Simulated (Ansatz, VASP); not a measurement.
**BiAs2: VASP beside Ansatz**

```xyz
6
Lattice="0.0000 4.1147 4.1147 4.1147 0.0000 4.1147 4.1147 4.1147 0.0000" Properties=species:S:1:pos:R:3 pbc="T T T"
Bi    0.0000    0.0000    0.0000
Bi    2.0573    2.0573    2.0573
As    5.1434    5.1434    5.1434
As    5.1434    3.0860    3.0860
As    3.0860    3.0860    5.1434
As    3.0860    5.1434    3.0860
```

Alike in both runs: functional PBE; k mesh 8 × 8 × 8; occupations gaussian, width 0.1 eV; no spin polarisation.

Ansatz relaxed the structure, and its values are those at the end. VASP's run is a single point on that final structure, the one shown.

```csv
,VASP,Ansatz
version,VASP 6.6.1,Ansatz 0.2.0
potentials or method,"VASP PAW PBE potentials, release 64 (Bi_d, As), cutoff 520 eV","scalar-relativistic, plane waves, PAW"
valence electrons in the cell,50,90
```

|  | VASP | Ansatz | Ansatz less VASP |
| --- | --- | --- | --- |
| gap on the k mesh at the Fermi level (eV) | none | none | - |
| pressure (GPa) | 0.0 | 0.0 | -0.03 |

A gap of «none» marks a metal or a gap that the smearing closes. VASP's potentials hold 50 valence electrons a cell and Ansatz's 90, so a difference there can come from the potentials and not from the codes.

Neither program's run includes spin-orbit coupling.
